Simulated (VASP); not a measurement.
# CaO (Fm-3m) in VASP: further runs

Aim: see how the results for CaO move with the level of theory and the settings. Levels: PBE-based screened hybrid with 75 % exact exchange, PBE-based screened hybrid with 100 % exact exchange. Tasks: single point.

Everything below comes from runs of VASP 6.6.1. Logs are shortened: lines on timing, memory, paths and dates and some standing lists are left out, and cuts for length are marked.

## (1) The cell of the first run

The structure is cubic, space group Fm-3m (No. 225). The conventional cell has a = 4.795 Å, b = 4.795 Å, c = 4.795 Å, α = 90.00°, β = 90.00°, γ = 90.00°. Within 3.2 Å of Ca (site symmetry m-3m) lie 6 O at 2.40 Å. O (site symmetry m-3m) has 6 Ca at 2.40 Å within 3.2 Å.

## (2) Single point, PBE-based screened hybrid with 75 % exact exchange

Input file POSCAR:

```
CaO
1.0
    0.0000000000      2.3975501188      2.3975501188
    2.3975501188      0.0000000000      2.3975501188
    2.3975501188      2.3975501188      0.0000000000
Ca O
1 1
Direct
    0.0000000000      0.0000000000      0.0000000000
    0.5000000000      0.5000000000      0.5000000000
```

Input file INCAR.step1:

```
PREC = Accurate ; ENCUT = 520
EDIFF = 1E-5 ; ISMEAR = 0
SIGMA = 0.01 ; LREAL = False
LASPH = True ; NELM = 120
ALGO = Normal ; ISIF = 2
LWAVE = True ; LCHARG = False
GGA = PE ; NBANDS = 15
GGA_COMPAT = False
```

Input file INCAR.step2:

```
PREC = Accurate ; ENCUT = 520
EDIFF = 1E-6 ; ISMEAR = 0
SIGMA = 0.01 ; LREAL = False
LASPH = True ; NELM = 120
ALGO = Normal ; ISIF = 2
LWAVE = False ; LCHARG = False
GGA = PE ; LHFCALC = True
AEXX = 0.75 ; HFSCREEN = 0.5
PRECFOCK = Normal ; ISTART = 1
NBANDS = 15 ; GGA_COMPAT = False
```

Input file KPOINTS:

```
regular mesh
0
Gamma
  4 4 4
```

Potentials or basis: VASP PAW PBE potentials, release 64 (Ca_sv, O).

On the command line:

```bash
$ cat potpaw_PBE.64/Ca_sv/POTCAR potpaw_PBE.64/O/POTCAR > POTCAR
$ cp INCAR.step1 INCAR
$ mpirun -np 1 vasp_std > vasp.out
$ cp INCAR.step2 INCAR
$ mpirun -np 1 vasp_std > vasp.out
```

OUTCAR:

```text
PREC = Accurate
   ENCUT = 520
   EDIFF = 1E-6
   ISMEAR = 0
   LREAL = False
   LASPH = True
   NELM = 120
   ISIF = 2
   GGA = PE
   LHFCALC = True
   AEXX = 0.75
   HFSCREEN = 0.5
   PRECFOCK = Normal
   ISTART = 1

 ion  position               nearest neighbor table
   1  0.000  0.000  0.000-   2 2.40   2 2.40   2 2.40   2 2.40   2 2.40   2 2.40
   2  0.500  0.500  0.500-   1 2.40   1 2.40   1 2.40   1 2.40   1 2.40   1 2.40

  LATTYP: Found a face centered cubic cell.
 ALAT       =     4.7951002376

  Lattice vectors:

 A1 = (   0.0000000000,   2.3975501188,   2.3975501188)
 A2 = (   2.3975501188,   0.0000000000,   2.3975501188)
 A3 = (   2.3975501188,   2.3975501188,   0.0000000000)

Analysis of symmetry for initial positions (statically):
=====================================================================
 Subroutine PRICEL returns:
 Original cell was already a primitive cell.

 Routine SETGRP: Setting up the symmetry group for a
 face centered cubic supercell.

 Subroutine GETGRP returns: Found 48 space group operations
 (whereof 48 operations were pure point group operations)
 out of a pool of 48 trial point group operations.

The static configuration has the point symmetry O_h .

Analysis of symmetry for dynamics (positions and initial velocities):
=====================================================================
 Subroutine PRICEL returns:
 Original cell was already a primitive cell.

 Routine SETGRP: Setting up the symmetry group for a
 face centered cubic supercell.

 Subroutine GETGRP returns: Found 48 space group operations
 (whereof 48 operations were pure point group operations)
 out of a pool of 48 trial point group operations.

The dynamic configuration has the point symmetry O_h .

 Subroutine INISYM returns: Found 48 space group operations
 (whereof 48 operations are pure point group operations),
 and found     1 'primitive' translations

----------------------------------------------------------------------------------------

                                     Primitive cell

  volume of cell :      27.5634

  direct lattice vectors                    reciprocal lattice vectors
     0.000000000  2.397550119  2.397550119    -0.208546214  0.208546214  0.208546214
     2.397550119  0.000000000  2.397550119     0.208546214 -0.208546214  0.208546214
     2.397550119  2.397550119  0.000000000     0.208546214  0.208546214 -0.208546214

  length of vectors
     3.390647894  3.390647894  3.390647894     0.361212638  0.361212638  0.361212638

  position of ions in fractional coordinates (direct lattice)
     0.000000000  0.000000000  0.000000000
     0.500000000  0.500000000  0.500000000

  ion indices of the primitive-cell ions
   primitive index   ion index
                 1           1
                 2           2

----------------------------------------------------------------------------------------

 KPOINTS: regular mesh

Automatic generation of k-mesh.
 Grid dimensions read from file:
 generate k-points for:    4    4    4

 Generating k-lattice:

  Cartesian coordinates                     Fractional coordinates (reciprocal lattice)
    -0.052136553  0.052136553  0.052136553     0.250000000  0.000000000  0.000000000
     0.052136553 -0.052136553  0.052136553     0.000000000  0.250000000  0.000000000
     0.052136553  0.052136553 -0.052136553     0.000000000  0.000000000  0.250000000

  Length of vectors
     0.090303160  0.090303160  0.090303160

  Shift w.r.t. Gamma in fractional coordinates (k-lattice)
     0.000000000  0.000000000  0.000000000

 Subroutine IBZKPT returns following result:
 ===========================================

 Found      8 irreducible k-points:

 Following reciprocal coordinates:
            Coordinates               Weight
  0.000000  0.000000  0.000000      1.000000
  0.250000  0.000000  0.000000      8.000000
  0.500000  0.000000  0.000000      4.000000
  0.250000  0.250000  0.000000      6.000000
  0.500000  0.250000  0.000000     24.000000
 -0.250000  0.250000  0.000000     12.000000
  0.500000  0.500000  0.000000      3.000000
 -0.250000  0.500000  0.250000      6.000000
   k-points           NKPTS =      8   k-points in BZ     NKDIM =     64   number of bands    NBANDS=     15
   number of dos      NEDOS =    301   number of ions     NIONS =      2
   total plane-waves  NPLWV =  21952
   dimension x,y,z NGX =    28 NGY =   28 NGZ =   28
   dimension x,y,z NGXF=    56 NGYF=   56 NGZF=   56
   ions per type =               1   1
   NGX,Y,Z   is equivalent  to a cutoff of  13.73, 13.73, 13.73 a.u.
   NGXF,Y,Z  is equivalent  to a cutoff of  27.46, 27.46, 27.46 a.u.
 SYSTEM =  unknown system
   PREC   = accura    normal or accurate (medium, high low for compatibility)
   ISTART =      1    job   : 0-new  1-cont  2-samecut
   ICHARG =      0    charge: 1-file 2-atom 10-const
   ISPIN  =      1    spin polarized calculation?
   LNONCOLLINEAR =      F non collinear calculations
   LSORBIT =      F    spin-orbit coupling
   LASPH  =      T    aspherical Exc in radial PAW
   ENCUT  =  520.0 eV  38.22 Ry    6.18 a.u.   6.30  6.30  6.30*2*pi/ulx,y,z
   NELM   =    120;   NELMIN=  2; NELMDL=  0     # of ELM steps
   EDIFF  = 0.1E-05   stopping-criterion for ELM
   LREAL  =      F    real-space projection
   EDIFFG = 0.1E-04   stopping-criterion for IOM
   NSW    =      0    number of steps for IOM
   IBRION =     -1    ionic relax: 0-MD 1-quasi-New 2-CG
   NFREE  =      0    steps in history (QN), initial steepest desc. (CG)
   ISIF   =      2    stress and relaxation
   ISYM   =      3    0-nonsym 1-usesym 2-fastsym
   POTIM  = 0.5000    time-step for ionic-motion
   TEBEG  =    0.0;   TEEND  =   0.0 temperature during run
   PSTRESS=    0.0 pullay stress
   NELECT =      16.0000    total number of electrons
   NUPDOWN=      -1.0000    fix difference up-down
   EMIN   =  10.00;   EMAX   =-10.00  energy-range for DOS
   EFERMI =   0.00;   METHOD = LEGACY
   ISMEAR =     0;   SIGMA  =   0.01  broadening in eV -4-tet -1-fermi 0-gaus
   EFERMI_NEDOS =   21; number of points for ismear=-14 and -15
   IALGO  =     38    algorithm
   IMIX   =      1    mixing-type and parameters
     AMIX     =   0.40;   BMIX     =  1.00
     AMIX_MAG =   1.60;   BMIX_MAG =  1.00
  volume/ion in A,a.u.               =      13.78        93.00
  Fermi-wavevector in a.u.,A,eV,Ry     =   1.365643  2.580691 25.374598  1.864980
  Thomas-Fermi vector in A             =   2.491853
   LORBIT       =      0    0 simple, 1 ext, 2 COOP (PROOUT), +10 PAW based schemes
   GGA     = PE    functional components
   LHFCALC =     T    Hartree Fock is set to
   PRECFOCK=normal    Normal, Fast or Accurate (Low or Medium for compatibility)
   ENCUT4O =  -1.0   cutoff for four orbital integrals eV
   NKREDX  =     1    reduce k-point grid by
   NKREDY  =     1    reduce k-point grid by
   NKREDZ  =     1    reduce k-point grid by
   AEXX    =    0.7500 exact exchange contribution
   HFSCREEN=    0.5000 screening length (either q_TF or 0.3 A-1)
   HFSCREENC=   0.5000 screening length for correlation (either q_TF or 0.3 A-1)
   ENCUTFOCK=  -1.0 apply spherical cutoff to Coloumb kernel
   IVDW    =     0    specifies the selected vdW correction
   LEPSILON=     F    determine dielectric tensor
   LRPA    =     F    only Hartree local field effects (RPA)
 non-spin polarized calculation
 Gauss-broadening in eV      SIGMA  =   0.01
  energy-cutoff  :      520.00
  volume of cell :       27.56
 maximum number of plane-waves:       754
 NGX is ok and might be reduce to    28
  NGX = 20; NGY = 20; NGZ = 20

 number of electron      15.9999997 magnetization

 Free energy of the ion-electron system (eV)
  ---------------------------------------------------
  ext. energy  EPLUGINS =         0.00000000
  ---------------------------------------------------
  free energy    TOTEN  =       -17.18976099 eV

  energy without entropy =      -17.18976099  energy(sigma->0) =      -17.18976099

 E-fermi :   0.3732     XC(G=0):  -6.2065

 val. band max:        0.2173762550   @ k =   0.0000   0.0000   0.0000
 cond. band min:       6.9680094468   @ k =   0.5000   0.5000   0.0000
 fundamental gap:      6.7506331918
 Fermi energy:         0.3731897155

 k-point     1 :       0.0000    0.0000    0.0000
  band No.  band energies     occupation
      1     -44.0248      2.00000
      2     -20.6182      2.00000
      3     -20.6182      2.00000
      4     -20.6182      2.00000
      5     -19.2384      2.00000
      6       0.2174      2.00000
      7       0.2174      2.00000
      8       0.2174      2.00000
      9       7.7972      0.00000
     10      10.2150      0.00000
     11      10.2150      0.00000
     12      10.2150      0.00000
     13      12.1260      0.00000
     14      12.1260      0.00000
     15      18.3291      0.00000

 k-point     2 :       0.2500    0.0000    0.0000
  band No.  band energies     occupation
      1     -43.9688      2.00000
      2     -21.6877      2.00000
      3     -20.6389      2.00000
      4     -20.6389      2.00000
      5     -18.1043      2.00000
      6      -1.3550      2.00000
      7      -0.4466      2.00000
      8      -0.4466      2.00000
      9       9.8988      0.00000
     10      10.2535      0.00000
     11      11.4209      0.00000
     12      11.4209      0.00000
     13      13.6527      0.00000
     14      13.6527      0.00000
     15      20.4170      0.00000
[... 77 lines left out ...]
      3     -20.8681      2.00000
      4     -20.8681      2.00000
      5     -18.9717      2.00000
      6      -1.1988      2.00000
      7      -0.2096      2.00000
      8      -0.2096      2.00000
      9       6.9680      0.00000
     10      12.4220      0.00000
     11      13.7019      0.00000
     12      14.6729      0.00000
     13      14.6729      0.00000
     14      15.0618      0.00000
     15      17.5083      0.00000

 k-point     8 :      -0.2500    0.5000    0.2500
  band No.  band energies     occupation
      1     -43.8779      2.00000
      2     -21.3655      2.00000
      3     -21.0692      2.00000
      4     -21.0692      2.00000
      5     -18.2443      2.00000
      6      -1.1770      2.00000
      7      -0.8835      2.00000
      8      -0.8835      2.00000
      9      10.0697      0.00000
     10      10.0697      0.00000
     11      12.9910      0.00000
     12      14.6837      0.00000
     13      15.0286      0.00000
     14      17.8619      0.00000
     15      18.8411      0.00000

------------------------ aborting loop because EDIFF is reached ----------------------------------------

  FORCE on cell =-STRESS in cart. coord.  units (eV):
  Direction    XX          YY          ZZ          XY          YZ          ZX
  --------------------------------------------------------------------------------------
  -------------------------------------------------------------------------------------
  Total       -0.4390795     -0.4390795     -0.4390795     -0.0000000      0.0000000      0.0000000
  in kB      -25.5223526    -25.5223526    -25.5223526     -0.0000000      0.0000000      0.0000000
  external PRESSURE =     -25.5223526 kB  Pullay stress =       0.0000000 kB

 VOLUME and BASIS-vectors are now :
 -----------------------------------------------------------------------------
  energy-cutoff  :      520.00
  volume of cell :       27.56
      direct lattice vectors                 reciprocal lattice vectors
     0.000000000  2.397550119  2.397550119    -0.208546214  0.208546214  0.208546214
     2.397550119  0.000000000  2.397550119     0.208546214 -0.208546214  0.208546214
     2.397550119  2.397550119  0.000000000     0.208546214  0.208546214 -0.208546214

 POSITION                                       TOTAL-FORCE (eV/Angst)
 -----------------------------------------------------------------------------------
      0.00000      0.00000      0.00000        -0.000000      0.000000     -0.000000
      2.39755      2.39755      2.39755         0.000000      0.000000      0.000000
 -----------------------------------------------------------------------------------
    total drift:                                0.000000      0.000001      0.000001

  FREE ENERGIE OF THE ION-ELECTRON SYSTEM (eV)
  ---------------------------------------------------
  free  energy   TOTEN  =       -17.1897609896 eV

  energy  without entropy=      -17.1897609896  energy(sigma->0) =      -17.18976099
```

It took 4.5 min on 1 thread of Intel Xeon Platinum 8259CL at 2.50GHz (Skylake/Cascade Lake), shared host; peak memory 0.25 GiB.

What came out:

* Free energy: -17.1898 eV
* Pressure: -2.6 GPa
* Band gap on the k mesh: 6.75 eV (least direct gap 7.18 eV)

Caveat: the k points lie up to 0.57 Å⁻¹ apart; the PAW data sets were made with another functional, which shifts forces and pressure a little. A k mesh can miss the band edges.

(Continued in part 2 of 2.)
